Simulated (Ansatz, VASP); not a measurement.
CuO, level by level in two programs

```
CELL_PARAMETERS angstrom
2.29679 -1.67842 0.00000
2.29679 1.67842 0.00000
-0.84298 0.00000 4.95616
ATOMIC_POSITIONS crystal
Cu 0.00320 0.49680 0.00000
Cu 0.49680 0.00320 0.50000
O 0.57140 0.40560 0.25370
O 0.40560 0.57140 0.75370
```

Single points on this cell with VASP 6.6.1 and Ansatz 0.2.0. Each row is one pair of runs. Alike in all rows: spin: off; k mesh: 10 × 10 × 5; smearing: fermi-dirac, width 0.05 eV.

| level | VASP's potentials, cutoff | Ansatz's potentials, cutoff | gap on the k mesh at the Fermi level (eV), VASP | gap on the k mesh at the Fermi level (eV), Ansatz | pressure (GPa), VASP | pressure (GPa), Ansatz | rms of the force components (eV/Å), VASP | rms of the force components (eV/Å), Ansatz |
| --- | --- | --- | --- | --- | --- | --- | --- | --- |
| LDA | VASP PAW LDA potentials, release 64 (Cu, O), 520 eV | Ansatz PAW, 420 eV | none | none | 3.1 | 2.0 | 0.503 | 0.486 |
| BLYP | VASP PAW PBE potentials, release 64 (Cu, O), 520 eV | Ansatz PAW, 420 eV | none | none | 27.8 | 26.6 | 0.562 | 0.532 |
| r2SCAN | VASP PAW PBE potentials, release 64 (Cu, O), 520 eV | Ansatz PAW, 500 eV | none | none | 12.8 | 11.5 | 0.528 | 0.511 |
| PBE | VASP PAW PBE potentials, release 64 (Cu, O), 520 eV | Ansatz PAW, 420 eV | none | ? | 19.9 | ? | 0.541 | ? |

Problem. Fill in what Ansatz gave in row 4.

Solution. gap on the k mesh at the Fermi level (eV): none; pressure (GPa): 19.0; rms of the force components (eV/Å): 0.523.

VASP's potentials hold 34 valence electrons a cell and Ansatz's 50, so a difference there can come from the potentials and not from the codes.

A gap of «none» marks a metal or a gap that the smearing closes.
